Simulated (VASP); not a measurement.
# KF (Fm-3m) in VASP: notebook, part 2 of 2

VASP 6.6.1. The steps go on from the part before.

### Step 3. Single point, RPBE (21.79 Å³/atom)

This run uses another cell than the first one, of 21.79 Å³/atom.

INCAR

```
  ALGO = Normal
  EDIFF = 1E-6
  ENCUT = 520
  GGA = RP
  ISIF = 2
  ISMEAR = 0
  LASPH = True
  LCHARG = True
  LELF = True
  LREAL = False
  LVHAR = True
  LWAVE = False
  NBANDS = 15
  NELM = 60
  PREC = Accurate
  SIGMA = 0.05
```

KPOINTS

```
k-points
0
Gamma
  8 8 8
```

POSCAR

```
KF
1.0
    0.0000000000      2.7931876960      2.7931876960
    2.7931876960      0.0000000000      2.7931876960
    2.7931876960      2.7931876960      0.0000000000
K F
1 1
Direct
    0.0000000000      0.0000000000      0.0000000000
    0.5000000000      0.5000000000      0.5000000000
```

Potentials or basis: VASP PAW PBE potentials, release 64 (K_sv, F).

Started as:

```sh
$ cat potpaw_PBE.64/K_sv/POTCAR potpaw_PBE.64/F/POTCAR > POTCAR
$ mpirun -np 1 vasp_std > vasp.out
```

Wall time 48 s (1 thread of Intel Xeon 8259CL, shared host); peak memory 0.17 GiB.

Results (log left out):

* Free energy: -7.9221 eV
* Pressure: -0.1 GPa
* Band gap on the k mesh: 5.82 eV

Levels at points of the mesh, in eV from the valence-band top:
```
           k point  band 4  band 5  band 6  band 7  band 8  band 9  band 10  band 11  band 12  band 13
(0.00, 0.00, 0.00)  -10.01  -10.01    0.00    0.00    0.00    5.82    10.39    10.39    10.39    11.84
(0.50, 0.00, 0.00)  -10.04  -10.04   -0.62   -0.24   -0.24    8.73     9.96    11.50    11.50    13.40
(0.50, 0.50, 0.00)  -10.14  -10.14   -0.25   -0.07   -0.07    8.26     9.73    11.11    12.89    13.35
```

Caveat: the PAW data sets were made with another functional, which shifts forces and pressure a little. A k mesh can miss the band edges.

### Step 4. Single point, RPBE (21.36 Å³/atom)

This run uses another cell than the first one, of 21.36 Å³/atom.

INCAR

```
ALGO = Normal
EDIFF = 1E-6
ENCUT = 520
GGA = RP
ISIF = 2
ISMEAR = 0
LASPH = True
LCHARG = False
LREAL = False
LWAVE = False
NBANDS = 15
NELM = 60
PREC = Accurate
SIGMA = 0.05
```

KPOINTS is that of step 3.

POSCAR

```
KF
1.0
    0.0000000000      2.7744409050      2.7744409050
    2.7744409050      0.0000000000      2.7744409050
    2.7744409050      2.7744409050      0.0000000000
K F
1 1
Direct
    0.0000000000      0.0000000000      0.0000000000
    0.5000000000      0.5000000000      0.5000000000
```

Potentials or basis: VASP PAW PBE potentials, release 64 (K_sv, F).

Started as:

```sh
$ cat potpaw_PBE.64/K_sv/POTCAR potpaw_PBE.64/F/POTCAR > POTCAR
$ mpirun -np 1 vasp_std > vasp.out
```

OUTCAR:

```text
EDIFF = 1E-6
   ENCUT = 520
   GGA = RP
   ISIF = 2
   ISMEAR = 0
   LASPH = True
   LREAL = False
   NELM = 60
   PREC = Accurate

 ion  position               nearest neighbor table
   1  0.000  0.000  0.000-   2 2.77   2 2.77   2 2.77   2 2.77   2 2.77   2 2.77
   2  0.500  0.500  0.500-   1 2.77   1 2.77   1 2.77   1 2.77   1 2.77   1 2.77

  LATTYP: Found a face centered cubic cell.
 ALAT       =     5.5488818100

  Lattice vectors:

 A1 = (   0.0000000000,   2.7744409050,   2.7744409050)
 A2 = (   2.7744409050,   0.0000000000,   2.7744409050)
 A3 = (   2.7744409050,   2.7744409050,   0.0000000000)

Analysis of symmetry for initial positions (statically):
=====================================================================
 Subroutine PRICEL returns:
 Original cell was already a primitive cell.

 Routine SETGRP: Setting up the symmetry group for a
 face centered cubic supercell.

 Subroutine GETGRP returns: Found 48 space group operations
 (whereof 48 operations were pure point group operations)
 out of a pool of 48 trial point group operations.

The static configuration has the point symmetry O_h .

Analysis of symmetry for dynamics (positions and initial velocities):
[... 178 lines left out ...]
     10       7.6027      0.00000
     11       7.6027      0.00000
     12       7.6027      0.00000
     13       9.0746      0.00000
     14       9.0746      0.00000
[... 401 lines left out ...]
      2     -21.5944      2.00000
      3     -13.0073      2.00000
      4     -12.9282      2.00000
      5     -12.8398      2.00000
      6      -3.3186      2.00000
      7      -3.0681      2.00000
      8      -3.0640      2.00000
      9       6.3163      0.00000
     10       6.9338      0.00000
     11       8.3018      0.00000
     12       9.3167      0.00000
     13      10.3940      0.00000
     14      11.3293      0.00000
     15      11.4366      0.00000

 [... further k-points ...]

------------------------ aborting loop because EDIFF is reached ----------------------------------------

  FORCE on cell =-STRESS in cart. coord.  units (eV):
  Direction    XX          YY          ZZ          XY          YZ          ZX
  --------------------------------------------------------------------------------------
  -------------------------------------------------------------------------------------
  Total        0.1132351      0.1132351      0.1132351     -0.0000000      0.0000000     -0.0000000
  in kB        4.2475191      4.2475191      4.2475191     -0.0000000      0.0000000     -0.0000000
  external PRESSURE =       4.2475191 kB  Pullay stress =       0.0000000 kB

 VOLUME and BASIS-vectors are now :
 -----------------------------------------------------------------------------
  energy-cutoff  :      520.00
  volume of cell :       42.71
      direct lattice vectors                 reciprocal lattice vectors
     0.000000000  2.774440905  2.774440905    -0.180216489  0.180216489  0.180216489
     2.774440905  0.000000000  2.774440905     0.180216489 -0.180216489  0.180216489
     2.774440905  2.774440905  0.000000000     0.180216489  0.180216489 -0.180216489

 POSITION                                       TOTAL-FORCE (eV/Angst)
 -----------------------------------------------------------------------------------
      0.00000      0.00000      0.00000        -0.000000      0.000000      0.000000
      2.77444      2.77444      2.77444         0.000000     -0.000000     -0.000000
 -----------------------------------------------------------------------------------
    total drift:                                0.000000      0.000000      0.000000

  FREE ENERGIE OF THE ION-ELECTRON SYSTEM (eV)
  ---------------------------------------------------
  free  energy   TOTEN  =        -7.9202335970 eV

  energy  without entropy=       -7.9202335970  energy(sigma->0) =       -7.92023360
```

stdout:

```text
POSCAR found type information on POSCAR K F
 POSCAR found :  2 types and       2 ions
 scaLAPACK will be used
 -----------------------------------------------------------------------------
|                                                                             |
|                                                                             |
|     You enforced a specific xc type in the INCAR file but a different       |
|     I HOPE YOU KNOW WHAT YOU ARE DOING!                                     |
|                                                                             |
 -----------------------------------------------------------------------------

 LDA part: xc-table for (Slater+PW92), standard interpolation
 POSCAR, INCAR and KPOINTS ok, starting setup
 FFT: planning ... GRIDC
 FFT: planning ... GRID_SOFT
 FFT: planning ... GRID
 WAVECAR not read
 entering main loop
```

Wall time 42 s (1 thread of Intel Xeon 8259CL, shared host); peak memory 0.17 GiB.

Results:

```yaml
Free_energy: -7.9202 eV
Pressure: 0.4 GPa
Band_gap_on_the_k_mesh: 5.92 eV
```

Caveat: the PAW data sets were made with another functional, which shifts forces and pressure a little.

### Step 5. Single point, revPBE (21.43 Å³/atom)

This run uses another cell than the first one, of 21.43 Å³/atom.

INCAR

```
SYSTEM = KF
ALGO     = Normal         ! electronic algorithm
EDIFF    = 1E-6           ! SCF threshold, eV
ENCUT    = 520            ! plane-wave cutoff, eV
GGA      = RE             ! functional
ISIF     = 2              ! what is computed and relaxed
ISMEAR   = 0              ! smearing method
LASPH    = .TRUE.         ! aspherical terms in the spheres
LCHARG   = .FALSE.        ! write CHGCAR
LREAL    = .FALSE.        ! projectors in reciprocal space
LWAVE    = .FALSE.        ! write WAVECAR
NBANDS   = 15             ! bands
NELM     = 80             ! most SCF steps
PREC     = Accurate       ! precision mode
SIGMA    = 0.05           ! smearing width, eV
```

KPOINTS

```
k-points
0
G
  8 8 8
  0 0 0
```

POSCAR

```
KF
1.0
    0.0000000000      2.7776911311      2.7776911311
    2.7776911311      0.0000000000      2.7776911311
    2.7776911311      2.7776911311      0.0000000000
K F
1 1
Direct
    0.0000000000      0.0000000000      0.0000000000
    0.5000000000      0.5000000000      0.5000000000
```

Started as:

```sh
$ cat potpaw_PBE.64/K_sv/POTCAR potpaw_PBE.64/F/POTCAR > POTCAR
$ mpirun -np 1 vasp_std > vasp.out
```

Wall time 43 s (1 thread of Intel Xeon 8259CL, shared host); peak memory 0.17 GiB.

It converged, with:

```yaml
Free_energy: -7.9217 eV
Pressure: 0.0 GPa
Band_gap_on_the_k_mesh: 5.90 eV
```

Levels at points of the mesh, in eV from the valence-band top:
```
           k point  band 4  band 5  band 6  band 7  band 8  band 9  band 10  band 11  band 12  band 13
(0.00, 0.00, 0.00)   -9.93   -9.93    0.00    0.00    0.00    5.90    10.44    10.44    10.44    11.90
(0.50, 0.00, 0.00)   -9.96   -9.96   -0.64   -0.26   -0.26    8.80    10.07    11.58    11.58    13.51
(0.50, 0.50, 0.00)  -10.07  -10.07   -0.24   -0.07   -0.07    8.29     9.80    11.24    12.97    13.47
```

Caveat: the PAW data sets were made with another functional, which shifts forces and pressure a little.

### Step 6. Single point, revPBE (21.86 Å³/atom)

This run uses another cell than the first one, of 21.86 Å³/atom.

INCAR

```
PREC     = Accurate       # precision mode
ENCUT    = 520            # plane-wave cutoff, eV
EDIFF    = 1E-7           # SCF threshold, eV
ISMEAR   = 0              # smearing method
SIGMA    = 0.05           # smearing width, eV
LREAL    = F              # projectors in reciprocal space
LASPH    = T              # aspherical terms in the spheres
NELM     = 80             # most SCF steps
ALGO     = Normal         # electronic algorithm
ISIF     = 2              # what is computed and relaxed
LWAVE    = F              # write WAVECAR
LCHARG   = F              # write CHGCAR
GGA      = RE             # functional
NBANDS   = 15             # bands
```

KPOINTS

```
regular mesh
0
Gamma
  8 8 8
```

POSCAR

```
KF
1.0
    0.0000000000      2.7960869727      2.7960869727
    2.7960869727      0.0000000000      2.7960869727
    2.7960869727      2.7960869727      0.0000000000
K F
1 1
Direct
    0.0000000000      0.0000000000      0.0000000000
    0.5000000000      0.5000000000      0.5000000000
```

Potentials or basis: VASP PAW PBE potentials, release 64 (K_sv, F).

Started as:

```sh
$ cat potpaw_PBE.64/K_sv/POTCAR potpaw_PBE.64/F/POTCAR > POTCAR
$ mpirun -np 1 vasp_std > vasp.out
```

It took 40 s on 1 thread of Intel Xeon 8259CL, shared host; peak memory 0.17 GiB.

The run converged. Its results:

```
Free energy            : -7.9212 eV
Pressure               : -0.5 GPa
Band gap on the k mesh : 5.81 eV
```

Levels at points of the mesh, in eV from the valence-band top:
| k point | band 4 | band 5 | band 6 | band 7 | band 8 | band 9 | band 10 | band 11 | band 12 | band 13 |
| --- | --- | --- | --- | --- | --- | --- | --- | --- | --- | --- |
| (0.00, 0.00, 0.00) | -10.00 | -10.00 | 0.00 | 0.00 | 0.00 | 5.81 | 10.38 | 10.38 | 10.38 | 11.81 |
| (0.50, 0.00, 0.00) | -10.03 | -10.03 | -0.62 | -0.24 | -0.24 | 8.72 | 9.94 | 11.48 | 11.48 | 13.39 |
| (0.50, 0.50, 0.00) | -10.13 | -10.13 | -0.25 | -0.07 | -0.07 | 8.26 | 9.70 | 11.09 | 12.87 | 13.35 |

Caveat: the PAW data sets were made with another functional, which shifts forces and pressure a little.

### Step 7. The runs side by side

| level | cell | gap on the mesh (eV) | pressure (GPa) |
| --- | --- | --- | --- |
| revPBE | a = 3.875 Å, angles 60.0°, 2 atoms | 6.09 | 1.0 |
| RPBE | a = 3.950 Å, angles 60.0°, 2 atoms | 5.82 | -0.1 |
| RPBE | a = 3.924 Å, angles 60.0°, 2 atoms | 5.92 | 0.4 |
| revPBE | a = 3.928 Å, angles 60.0°, 2 atoms | 5.90 | 0.0 |
| revPBE | a = 3.954 Å, angles 60.0°, 2 atoms | 5.81 | -0.5 |

Alike in all rows: task single point; potentials or basis VASP PAW PBE potentials, release 64 (K_sv, F); no spin polarisation; k mesh 8 × 8 × 8; cutoff (eV) 520; smearing gaussian 0.05 eV.

Caveats: the PAW data sets were made with another functional, which shifts forces and pressure a little.

Total energies depend on the potentials used, so only differences within one code and one set of settings carry meaning.
